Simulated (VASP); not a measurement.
CuS, 2 atoms in the cell. The structure is tetragonal, space group I4mm (No. 107). The conventional cell has a = 3.451 Å, b = 3.451 Å, c = 4.880 Å, α = 90.00°, β = 90.00°, γ = 90.00°. Cu (site symmetry 4mm) has 6 S at 2.36 to 2.51 Å within 3.1 Å. Within 3.1 Å of S (site symmetry 4mm) lie 6 Cu at 2.36 to 2.51 Å.  This cell differs from its parent crystal: all S atoms moved +0.075 Å, as atom 2 towards its neighbour atom 1 (Cu) at 2.440 Å.

```yaml
Program: VASP 6.6.1
Task: single point
Functional: PBEsol
Potentials_or_basis: VASP PAW PBE potentials, release 64 (Cu, S)
Cutoff: 520 eV
k_mesh: 16 × 16 × 16
Occupations: gaussian, width 0.15 eV
Spin: no spin polarisation
Dipole_correction: no
Further_INCAR_settings: ALGO = Normal; EDIFF = 1e-06; NBANDS = 16
```

Potentials or basis: VASP PAW PBE potentials, release 64 (Cu, S).

Launch:

```bash
$ cat potpaw_PBE.64/Cu/POTCAR potpaw_PBE.64/S/POTCAR > POTCAR
$ mpirun -np 1 vasp_std > vasp.out
```

Hardware: 1 thread of AMD EPYC 7R13 Processor (Zen 3), with other jobs on the host.

Q: How long does it take, and how much memory?

A: Run time: 2.5 min on 1 thread of AMD EPYC 7R13 Processor (Zen 3), on a shared host, peak memory 0.26 GiB. Counts: scf iterations 13, k points 349.
